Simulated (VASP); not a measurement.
Here is a VASP 6.6.1 calculation.

The input INCAR:

```
ALGO = Normal
DIPOL = 0.5 0.5 0.320
EDIFF = 1E-6
ENCUT = 520
GGA = PE
GGA_COMPAT = False
IDIPOL = 3
ISIF = 2
ISMEAR = 0
IVDW = 12
LASPH = True
LCHARG = True
LDIPOL = True
LELF = True
LREAL = False
LVACPOTAV = True
LVHAR = True
LWAVE = False
NBANDS = 57
NELM = 120
NELMDL = -8
PREC = Accurate
SIGMA = 0.05
```

KPOINTS

```
k-points
0
Gamma
  7 5 1
```

Contents of POSCAR:

```
Ga3As3CO
1.0
    4.0137031111      0.0000000000      0.0000000000
    0.0000000000      5.6762333751      0.0000000000
    0.0000000000      0.0000000000     23.3352699083
Ga As O C
3 3 1 1
Direct
    0.5000000000      0.5000000000      0.1714143447
    0.0000000000      0.0653835255      0.2680035048
    0.5000000000      0.4894639609      0.3228546357
    0.0000000000      0.2500000000      0.1714143447
    0.5000000000      0.8102208698      0.2504948966
    0.0000000000      0.2887573198      0.3593388866
    0.5000000000      1.1220906532      0.4836142866
    0.5000000000      1.1220906532      0.5328959107
```

Potentials or basis: VASP PAW PBE potentials, release 64 (Ga_d, As_d, O, C).

Run with:

```bash
$ cat potpaw_PBE.64/Ga_d/POTCAR potpaw_PBE.64/As_d/POTCAR potpaw_PBE.64/O/POTCAR potpaw_PBE.64/C/POTCAR > POTCAR
$ mpirun -np 1 vasp_std > vasp.out
```

(1) Predict the largest force.

(2) What does it give for the band gap on the k mesh?

Results:

(1) 1.102 eV/Å.

(2) 0.41 eV (least direct gap 0.76 eV).
